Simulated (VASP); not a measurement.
## ZnO: single point with PBE

Crystal: ZnO.

```xyz
4
Lattice="3.2353 0.0000 0.0000 -1.6177 2.8019 0.0000 0.0000 0.0000 5.2110" Properties=species:S:1:pos:R:3 pbc="T T T"
Zn    0.0000    1.8679   -0.0122
Zn    1.6177    0.9340    2.5932
O     0.0000    1.8679    1.9663
O     1.6177    0.9340    4.5718
```

```
Program             : VASP 6.6.1
Task                : single point
Functional          : PBE
Potentials or basis : VASP PAW PBE potentials, release 64 (Zn, O)
Cutoff              : 520 eV
k mesh              : 12 × 12 × 6
Occupations         : fermi-dirac, width 0.02 eV
Spin                : no spin polarisation
```

The pressure is 7.2 GPa, the largest force is 0.003 eV/Å and the band gap on the k mesh is 0.79 eV, direct.

Forces on the atoms (eV/Å):
```
Zn   0.000  0.000  0.003
Zn   0.000  0.000  0.003
O    0.000  0.000 -0.003
O    0.000  0.000 -0.003
```

Stress tensor (GPa, compression positive):
```
7.13 0.00 0.00
0.00 7.13 0.00
0.00 0.00 7.25
```

Levels at points of the mesh, in eV from the valence-band top:
```tsv
k point	band 16	band 17	band 18	band 19	band 20	band 21
(0.00, 0.00, 0.00)	-0.09	0.00	0.00	0.79	5.25	8.23
(0.50, 0.00, 0.00)	-2.29	-1.30	-0.85	5.81	6.87	7.59
(0.00, 0.00, 0.50)	-0.40	-0.40	-0.40	3.47	3.47	10.10
(0.50, 0.00, 0.50)	-1.53	-1.39	-1.39	5.72	5.72	8.47
```

Run time: 33 s on 1 thread of Intel(R) Xeon(R) 6975P-C (Granite Rapids), with other jobs on the host, peak memory 0.21 GiB.

A hybrid or GW would open this gap; PBE tends to underestimate it.
